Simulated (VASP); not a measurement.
Here is a VASP 6.6.1 calculation.

File INCAR:

```
SYSTEM = InP
ALGO     = Normal         ! electronic algorithm
EDIFF    = 1E-7           ! SCF threshold, eV
ENCUT    = 520            ! plane-wave cutoff, eV
GGA      = PE             ! functional
ISIF     = 2              ! what is computed and relaxed
ISMEAR   = -1             ! smearing method
LASPH    = .TRUE.         ! aspherical terms in the spheres
LCHARG   = .FALSE.        ! write CHGCAR
LREAL    = .FALSE.        ! projectors in reciprocal space
LWAVE    = .FALSE.        ! write WAVECAR
NBANDS   = 16             ! bands
NELM     = 60             ! most SCF steps
PREC     = Accurate       ! precision mode
SIGMA    = 0.03           ! smearing width, eV
```

Contents of KPOINTS:

```
k-points
0
G
  3 3 3
  0 0 0
```

Contents of POSCAR:

```
InP
1.0
    0.0000000000      2.9305000000      2.9305000000
    2.9305000000      0.0000000000      2.9305000000
    2.9305000000      2.9305000000      0.0000000000
In P
1 1
Direct
    0.0000000000      0.0000000000      0.0000000000
    0.7500000000      0.7500000000      0.7500000000
```

Potentials or basis: VASP PAW PBE potentials, release 64 (In_d, P).

Launch:

```sh
$ cat potpaw_PBE.64/In_d/POTCAR potpaw_PBE.64/P/POTCAR > POTCAR
$ mpirun -np 1 vasp_std > vasp.out
```

Problem. Estimate the band gap on the k mesh.

Solution. 0.68 eV, direct.

Problem. Predict the pressure.

Solution. 4.1 GPa.

Caveat: the k points lie up to 0.62 Å⁻¹ apart; spin-orbit coupling is left out, which moves the levels of the heavy elements. A hybrid or GW would open this gap; PBE tends to underestimate it.
